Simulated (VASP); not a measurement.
# LiCl (P6_3mc) in VASP: further runs

LiCl is run at these levels: PBE, r2SCAN; tasks: single point.

Program: VASP 6.6.1. These are calculated values, not measurements. Logs are shortened: lines on timing, memory, paths and dates and some standing lists are left out, and cuts for length are marked.

## 1. The cell of the first run

Symmetry: P6_3mc, No. 186, hexagonal system. The conventional cell has a = 3.925 Å, b = 3.925 Å, c = 6.289 Å, α = 90.00°, β = 90.00°, γ = 120.00°. Li (site symmetry 3m) has 4 Cl at 2.39 Å within 3.2 Å. Cl (site symmetry 3m) has 4 Li at 2.39 Å within 3.2 Å.

## 2. Single point, PBE

INCAR reads:

```
  ALGO = Normal
  EDIFF = 1E-7
  ENCUT = 520
  GGA = PE
  ISIF = 2
  ISMEAR = 0
  LASPH = True
  LCHARG = True
  LELF = True
  LREAL = False
  LVHAR = True
  LWAVE = False
  NBANDS = 18
  NELM = 100
  PREC = Accurate
  SIGMA = 0.02
```

KPOINTS reads:

```
k-points
0
Gamma
  9 9 4
```

POSCAR reads:

```
LiCl
1.0
    3.9253802425      0.0000000000      0.0000000000
   -1.9626901213      3.3994790095      0.0000000000
    0.0000000000      0.0000000000      6.2893910683
Li Cl
2 2
Direct
    0.6666666667      0.3333333333      0.8777889032
    0.3333333333      0.6666666667      0.3777889032
    0.6666666667      0.3333333333      0.4972120968
    0.3333333333      0.6666666667      0.9972120968
```

Potentials or basis: VASP PAW PBE potentials, release 64 (Li_sv, Cl).

The run is started by

```sh
cat potpaw_PBE.64/Li_sv/POTCAR potpaw_PBE.64/Cl/POTCAR > POTCAR
mpirun -np 1 vasp_std > vasp.out
```

OUTCAR:

```text
EDIFF = 1E-7
   ENCUT = 520
   GGA = PE
   ISIF = 2
   ISMEAR = 0
   LASPH = True
   LREAL = False
   NELM = 100
   PREC = Accurate

 ion  position               nearest neighbor table
   1  0.667  0.333  0.878-   4 2.39   4 2.39   4 2.39   3 2.39
   2  0.333  0.667  0.378-   3 2.39   3 2.39   3 2.39   4 2.39
   3  0.667  0.333  0.497-   2 2.39   2 2.39   2 2.39   1 2.39
   4  0.333  0.667  0.997-   1 2.39   1 2.39   1 2.39   2 2.39

  LATTYP: Found a hexagonal cell.
 ALAT       =     3.9253802425
 C/A-ratio  =     1.6022374088

  Lattice vectors:

 A1 = (   3.9253802425,   0.0000000000,   0.0000000000)
 A2 = (  -1.9626901213,   3.3994790095,   0.0000000000)
 A3 = (   0.0000000000,   0.0000000000,   6.2893910683)

Analysis of symmetry for initial positions (statically):
=====================================================================
 Subroutine PRICEL returns:
 Original cell was already a primitive cell.

 Routine SETGRP: Setting up the symmetry group for a
 hexagonal supercell.

 Subroutine GETGRP returns: Found 12 space group operations
 (whereof  6 operations were pure point group operations)
 out of a pool of 24 trial point group operations.

The static configuration has the point symmetry C_3v.
 The point group associated with its full space group is C_6v.

Analysis of symmetry for dynamics (positions and initial velocities):
=====================================================================
 Subroutine PRICEL returns:
 Original cell was already a primitive cell.

 Routine SETGRP: Setting up the symmetry group for a
 hexagonal supercell.

 Subroutine GETGRP returns: Found 12 space group operations
 (whereof  6 operations were pure point group operations)
 out of a pool of 24 trial point group operations.

The dynamic configuration has the point symmetry C_3v.
 The point group associated with its full space group is C_6v.

 Subroutine INISYM returns: Found 12 space group operations
 (whereof  6 operations are pure point group operations),
 and found     1 'primitive' translations

----------------------------------------------------------------------------------------

                                     Primitive cell

  volume of cell :      83.9272

  direct lattice vectors                    reciprocal lattice vectors
     3.925380243  0.000000000  0.000000000     0.254752390  0.147081361  0.000000000
    -1.962690121  3.399479009  0.000000000     0.000000000  0.294162722  0.000000000
     0.000000000  0.000000000  6.289391068     0.000000000  0.000000000  0.158997904

  length of vectors
     3.925380243  3.925380243  6.289391068     0.294162722  0.294162722  0.158997904

  position of ions in fractional coordinates (direct lattice)
     0.666666667  0.333333333  0.877788903
     0.333333333  0.666666667  0.377788903
     0.666666667  0.333333333  0.497212097
     0.333333333  0.666666667  0.997212097

  ion indices of the primitive-cell ions
   primitive index   ion index
                 1           1
                 2           2
                 3           3
                 4           4

----------------------------------------------------------------------------------------

 KPOINTS: k-points

Automatic generation of k-mesh.
 Grid dimensions read from file:
 generate k-points for:    9    9    4

 Generating k-lattice:

  Cartesian coordinates                     Fractional coordinates (reciprocal lattice)
     0.028305821  0.016342373  0.000000000     0.111111111  0.000000000  0.000000000
     0.000000000  0.032684747  0.000000000     0.000000000  0.111111111  0.000000000
     0.000000000  0.000000000  0.039749476     0.000000000  0.000000000  0.250000000

  Length of vectors
     0.032684747  0.032684747  0.039749476

  Shift w.r.t. Gamma in fractional coordinates (k-lattice)
     0.000000000  0.000000000  0.000000000

 Subroutine IBZKPT returns following result:
 ===========================================

 Found     36 irreducible k-points:

 Following reciprocal coordinates:
            Coordinates               Weight
  0.000000  0.000000  0.000000      1.000000
  0.111111  0.000000  0.000000      6.000000
  0.222222 -0.000000  0.000000      6.000000
  0.333333 -0.000000  0.000000      6.000000
  0.444444 -0.000000  0.000000      6.000000
  0.111111  0.111111  0.000000      6.000000
[... 16 lines left out ...]
  0.333333  0.222222  0.250000     24.000000
  0.333333  0.333333  0.250000      4.000000
 [... further k-points ...]
   k-points           NKPTS =     36   k-points in BZ     NKDIM =     36   number of bands    NBANDS=     18
   number of dos      NEDOS =    301   number of ions     NIONS =      4
   total plane-waves  NPLWV =  43200
   dimension x,y,z NGX =    30 NGY =   30 NGZ =   48
   dimension x,y,z NGXF=    60 NGYF=   60 NGZF=   96
   ions per type =               2   2
   NGX,Y,Z   is equivalent  to a cutoff of  12.71, 12.71, 12.69 a.u.
   NGXF,Y,Z  is equivalent  to a cutoff of  25.41, 25.41, 25.38 a.u.
 SYSTEM =  unknown system
   PREC   = accura    normal or accurate (medium, high low for compatibility)
   ISTART =      0    job   : 0-new  1-cont  2-samecut
   ICHARG =      2    charge: 1-file 2-atom 10-const
   ISPIN  =      1    spin polarized calculation?
   LNONCOLLINEAR =      F non collinear calculations
   LSORBIT =      F    spin-orbit coupling
   LASPH  =      T    aspherical Exc in radial PAW
   ENCUT  =  520.0 eV  38.22 Ry    6.18 a.u.   7.30  7.30 11.69*2*pi/ulx,y,z
   NELM   =    100;   NELMIN=  2; NELMDL= -5     # of ELM steps
   EDIFF  = 0.1E-06   stopping-criterion for ELM
   LREAL  =      F    real-space projection
   EDIFFG = 0.1E-05   stopping-criterion for IOM
   NSW    =      0    number of steps for IOM
   IBRION =     -1    ionic relax: 0-MD 1-quasi-New 2-CG
   NFREE  =      0    steps in history (QN), initial steepest desc. (CG)
   ISIF   =      2    stress and relaxation
   ISYM   =      2    0-nonsym 1-usesym 2-fastsym
   POTIM  = 0.5000    time-step for ionic-motion
   TEBEG  =    0.0;   TEEND  =   0.0 temperature during run
   PSTRESS=    0.0 pullay stress
   NELECT =      20.0000    total number of electrons
   NUPDOWN=      -1.0000    fix difference up-down
   EMIN   =  10.00;   EMAX   =-10.00  energy-range for DOS
   EFERMI =   0.00;   METHOD = LEGACY
   ISMEAR =     0;   SIGMA  =   0.02  broadening in eV -4-tet -1-fermi 0-gaus
   EFERMI_NEDOS =   21; number of points for ismear=-14 and -15
   IALGO  =     38    algorithm
   IMIX   =      4    mixing-type and parameters
     AMIX     =   0.40;   BMIX     =  1.00
     AMIX_MAG =   1.60;   BMIX_MAG =  1.00
  volume/ion in A,a.u.               =      20.98       141.59
  Fermi-wavevector in a.u.,A,eV,Ry     =   1.014964  1.918004 14.016065  1.030152
  Thomas-Fermi vector in A             =   2.148222
   LORBIT       =      0    0 simple, 1 ext, 2 COOP (PROOUT), +10 PAW based schemes
   GGA     = PE    functional components
   LHFCALC =     F    Hartree Fock is set to
   AEXX    =    0.0000 exact exchange contribution
   IVDW    =     0    specifies the selected vdW correction
   LEPSILON=     F    determine dielectric tensor
   LRPA    =     F    only Hartree local field effects (RPA)
 non-spin polarized calculation
 Gauss-broadening in eV      SIGMA  =   0.02
  energy-cutoff  :      520.00
  volume of cell :       83.93
 maximum number of plane-waves:      2297
 NGX is ok and might be reduce to    30
   NGX = 15   NGY = 15   NGZ = 23

 number of electron      20.0000004 magnetization

 Free energy of the ion-electron system (eV)
  ---------------------------------------------------
  ext. energy  EPLUGINS =         0.00000000
  ---------------------------------------------------
  free energy    TOTEN  =       -14.87251784 eV

  energy without entropy =      -14.87251784  energy(sigma->0) =      -14.87251784

 E-fermi :  -1.0333     XC(G=0):  -7.6151

 val. band max:       -1.2511235090   @ k =   0.0000   0.0000   0.0000
 cond. band min:       4.6922017208   @ k =   0.0000   0.0000   0.0000
 fundamental gap:      5.9433252298
 Fermi energy:        -1.0333049619

 k-point     1 :       0.0000    0.0000    0.0000
  band No.  band energies     occupation
      1     -44.2021      2.00000
      2     -44.2007      2.00000
      3     -13.9811      2.00000
      4     -13.6810      2.00000
      5      -3.2717      2.00000
      6      -1.6394      2.00000
[... 10 lines left out ...]
     17       9.6270      0.00000
     18       9.6460      0.00000

 k-point     2 :       0.1111    0.0000    0.0000
  band No.  band energies     occupation
      1     -44.2020      2.00000
      2     -44.2006      2.00000
      3     -13.9547      2.00000
      4     -13.6696      2.00000
      5      -3.2082      2.00000
      6      -1.8173      2.00000
[... 10 lines left out ...]
     17       9.8625      0.00000
     18       9.8690      0.00000

 k-point     3 :       0.2222   -0.0000    0.0000
  band No.  band energies     occupation
      1     -44.2016      2.00000
      2     -44.2005      2.00000
      3     -13.8842      2.00000
      4     -13.6430      2.00000
      5      -3.0338      2.00000
      6      -2.2505      2.00000
[... 10 lines left out ...]
     17       9.8400      0.00000
     18      10.4929      0.00000

 k-point     4 :       0.3333   -0.0000    0.0000
  band No.  band energies     occupation
      1     -44.2011      2.00000
      2     -44.2003      2.00000
      3     -13.7941      2.00000
      4     -13.6197      2.00000
      5      -2.8865      2.00000
      6      -2.6015      2.00000
[... 10 lines left out ...]
     17      10.2708      0.00000
     18      11.1233      0.00000

 k-point     5 :       0.4444   -0.0000    0.0000
  band No.  band energies     occupation
      1     -44.2008      2.00000
      2     -44.2003      2.00000
      3     -13.7223      2.00000
      4     -13.6157      2.00000
      5      -3.0731      2.00000
      6      -2.5897      2.00000
[... 10 lines left out ...]
     17      10.5239      0.00000
     18      11.7311      0.00000

 k-point     6 :       0.1111    0.1111    0.0000
  band No.  band energies     occupation
      1     -44.2017      2.00000
      2     -44.2005      2.00000
      3     -13.9062      2.00000
      4     -13.6506      2.00000
      5      -3.0880      2.00000
      6      -2.0461      2.00000
[... 10 lines left out ...]
     17       9.8335      0.00000
     18      10.2492      0.00000

 k-point     7 :       0.2222    0.1111    0.0000
  band No.  band energies     occupation
      1     -44.2013      2.00000
      2     -44.2004      2.00000
      3     -13.8254      2.00000
      4     -13.6258      2.00000
      5      -2.8864      2.00000
      6      -2.4929      2.00000
[... 10 lines left out ...]
     17      10.0202      0.00000
     18      10.7643      0.00000

 k-point     8 :       0.3333    0.1111    0.0000
  band No.  band energies     occupation
      1     -44.2009      2.00000
      2     -44.2003      2.00000
      3     -13.7420      2.00000
      4     -13.6139      2.00000
      5      -2.9495      2.00000
      6      -2.5771      2.00000
[... 10 lines left out ...]
     17      10.3261      0.00000
     18      11.1581      0.00000
[... 229 lines left out ...]
     17      10.2042      0.00000
     18      10.5769      0.00000

 k-point    20 :       0.3333    0.1111    0.2500
  band No.  band energies     occupation
      1     -44.2008      2.00000
      2     -44.2004      2.00000
      3     -13.7238      2.00000
      4     -13.6333      2.00000
      5      -2.9893      2.00000
      6      -2.7115      2.00000
[... 10 lines left out ...]
     17      10.5274      0.00000
     18      11.1581      0.00000

 k-point    21 :       0.4444    0.1111    0.2500
  band No.  band energies     occupation
      1     -44.2007      2.00000
      2     -44.2004      2.00000
      3     -13.6883      2.00000
      4     -13.6299      2.00000
      5      -3.0993      2.00000
      6      -2.7761      2.00000
[... 10 lines left out ...]
     17      10.5804      0.00000
     18      11.6029      0.00000

 k-point    22 :       0.2222    0.2222    0.2500
  band No.  band energies     occupation
      1     -44.2008      2.00000
      2     -44.2004      2.00000
      3     -13.7304      2.00000
      4     -13.6339      2.00000
      5      -2.8108      2.00000
      6      -2.7787      2.00000
[... 10 lines left out ...]
     17      10.2918      0.00000
     18      10.9548      0.00000

 k-point    23 :       0.3333    0.2222    0.2500
  band No.  band energies     occupation
      1     -44.2006      2.00000
      2     -44.2004      2.00000
      3     -13.6762      2.00000
      4     -13.6286      2.00000
      5      -2.9628      2.00000
      6      -2.7190      2.00000
[... 10 lines left out ...]
     17      10.6050      0.00000
     18      11.3112      0.00000

 k-point    24 :       0.3333    0.3333    0.2500
  band No.  band energies     occupation
      1     -44.2004      2.00000
      2     -44.2004      2.00000
      3     -13.6420      2.00000
      4     -13.6420      2.00000
      5      -2.9032      2.00000
      6      -2.6228      2.00000
[... 10 lines left out ...]
     17      10.9357      0.00000
     18      11.4282      0.00000

 [... further k-points ...]

------------------------ aborting loop because EDIFF is reached ----------------------------------------

  FORCE on cell =-STRESS in cart. coord.  units (eV):
  Direction    XX          YY          ZZ          XY          YZ          ZX
  --------------------------------------------------------------------------------------
  -------------------------------------------------------------------------------------
  Total       -0.0347446     -0.0347446     -0.0456963      0.0000000      0.0000000      0.0000000
  in kB       -0.6632779     -0.6632779     -0.8723463      0.0000000      0.0000000      0.0000000
  external PRESSURE =      -0.7329674 kB  Pullay stress =       0.0000000 kB

 VOLUME and BASIS-vectors are now :
 -----------------------------------------------------------------------------
  energy-cutoff  :      520.00
  volume of cell :       83.93
      direct lattice vectors                 reciprocal lattice vectors
     3.925380243  0.000000000  0.000000000     0.254752390  0.147081361  0.000000000
    -1.962690121  3.399479009  0.000000000     0.000000000  0.294162722  0.000000000
     0.000000000  0.000000000  6.289391068     0.000000000  0.000000000  0.158997904

 POSITION                                       TOTAL-FORCE (eV/Angst)
 -----------------------------------------------------------------------------------
      1.96269      1.13316      5.52076         0.000000      0.000000      0.001400
     -0.00000      2.26632      2.37606         0.000000      0.000000      0.001400
      1.96269      1.13316      3.12716         0.000000     -0.000000     -0.001400
     -0.00000      2.26632      6.27186        -0.000000      0.000000     -0.001400
 -----------------------------------------------------------------------------------
    total drift:                                0.000000      0.000001      0.000113

  FREE ENERGIE OF THE ION-ELECTRON SYSTEM (eV)
  ---------------------------------------------------
  free  energy   TOTEN  =       -14.8725178397 eV

  energy  without entropy=      -14.8725178397  energy(sigma->0) =      -14.87251784
```

It took 38 s on 1 thread of Intel Xeon Platinum 8488C (Sapphire Rapids), shared host; peak memory 0.21 GiB.

What came out:

* Free energy: -14.8725 eV
* Band gap on the k mesh: 5.94 eV, direct

Levels at points of the mesh, in eV from the valence-band top:
```csv
k point,band 7,band 8,band 9,band 10,band 11,band 12,band 13,band 14
"(0.00, 0.00, 0.00)",-0.39,-0.07,-0.07,0.00,5.94,8.18,9.95,9.95
"(0.00, 0.00, 0.50)",-0.23,-0.23,-0.23,-0.23,7.25,7.25,10.16,10.16
```

Caveat: the cutoff is under 1.25 times the usual one of these potentials, so pressure, stress and relaxed cells hold a basis-set (Pulay) error. A k mesh can miss the band edges.

## 3. Single point, r2SCAN

POSCAR reads:

```
LiCl
1.0
    3.9253803159      0.0000000000      0.0000000000
   -1.9626901580      3.3994790731      0.0000000000
    0.0000000000      0.0000000000      6.2893925612
Li Cl
2 2
Direct
    0.6666666667      0.3333333333      0.8777888619
    0.3333333333      0.6666666667      0.3777888619
    0.6666666667      0.3333333333      0.4972121381
    0.3333333333      0.6666666667      0.9972121381
```

INCAR.step1 reads:

```
SYSTEM = LiCl
PREC = Accurate
ENCUT = 520
ISMEAR = 0
SIGMA = 0.02
LREAL = .FALSE.
LASPH = .TRUE.
NELM = 100
NBANDS = 18
GGA = PE
ALGO = Normal
EDIFF = 1E-4
LWAVE = .TRUE.
LCHARG = .FALSE.
```

INCAR.step2 reads:

```
SYSTEM = LiCl
PREC = Accurate
ENCUT = 520
EDIFF = 1E-6
ISMEAR = 0
SIGMA = 0.02
LREAL = .FALSE.
LASPH = .TRUE.
NELM = 100
ALGO = Normal
ISIF = 2
LWAVE = .FALSE.
LCHARG = .FALSE.
METAGGA = R2SCAN
LMIXTAU = .TRUE.
NBANDS = 18
ISTART = 1
```

KPOINTS reads:

```
regular mesh
0
G
  9 9 4
  0 0 0
```

Potentials or basis: VASP PAW PBE potentials, release 64 (Li_sv, Cl).

The run is started by

```sh
cat potpaw_PBE.64/Li_sv/POTCAR potpaw_PBE.64/Cl/POTCAR > POTCAR
cp INCAR.step1 INCAR
mpirun -np 1 vasp_std > vasp.out
cp INCAR.step2 INCAR
mpirun -np 1 vasp_std > vasp.out
```

It took 3.9 min on 1 thread of AMD EPYC 7R13 (Zen 3), shared host; peak memory 0.19 GiB.

It converged, with:

```yaml
Free_energy: -25.1676 eV
Largest_force: 0.041 eV/Å
Band_gap_on_the_k_mesh: 6.65 eV, direct
```

Forces on the atoms (eV/Å):
```
Li   0.000  0.000 -0.041
Li   0.000  0.000 -0.041
Cl   0.000  0.000  0.041
Cl   0.000  0.000  0.041
```

Levels at points of the mesh, in eV from the valence-band top:
```
           k point  band 7  band 8  band 9  band 10  band 11  band 12  band 13  band 14
(0.00, 0.00, 0.00)   -0.39   -0.07   -0.07     0.00     6.65     9.00    10.78    10.78
(0.00, 0.00, 0.50)   -0.24   -0.24   -0.24    -0.24     7.97     7.97    10.99    10.99
```

Caveat: the cutoff is under 1.25 times the usual one of these potentials, so pressure, stress and relaxed cells hold a basis-set (Pulay) error; the PAW data sets were made with another functional, which shifts forces and pressure a little.
